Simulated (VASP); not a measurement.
The system is AlFe.

```xyz
2
Lattice="2.9100 0.0000 0.0000 0.0000 2.9100 0.0000 0.0000 0.0000 2.9100" Properties=species:S:1:pos:R:3 pbc="T T T"
Fe    1.4550    1.4550    1.4550
Al    0.0000    0.0000    0.0000
```

Base run:

* Program: VASP 6.6.1
* Functional: PBE
* Potentials or basis: VASP PAW PBE potentials, release 64 (Fe_sv, Al)
* Cutoff: 600 eV
* k mesh: 8 × 8 × 8
* Occupations: fermi-dirac, width 0.05 eV
* Spin: collinear spin, ferromagnetic start
* Starting moments: [0.8, 0.0] μB
* Fixed moment: 0.8 μB

Its results: pressure -7.0 GPa; site moments Fe +0.81; Al -0.03 μB.

Problem. The run is repeated on the same cell with these changes: fixed moment from 0.8 μB to 1.5 μB; moments at the start from [0.8, 0.0] to [1.5, 0.0]. What comes out?

Solution. Pressure -1.8 GPa; site moments Fe +1.49; Al -0.04 μB.

Caveats: the total moment is fixed, so each spin has its own Fermi level; the cell stands under tension (at least some runs).
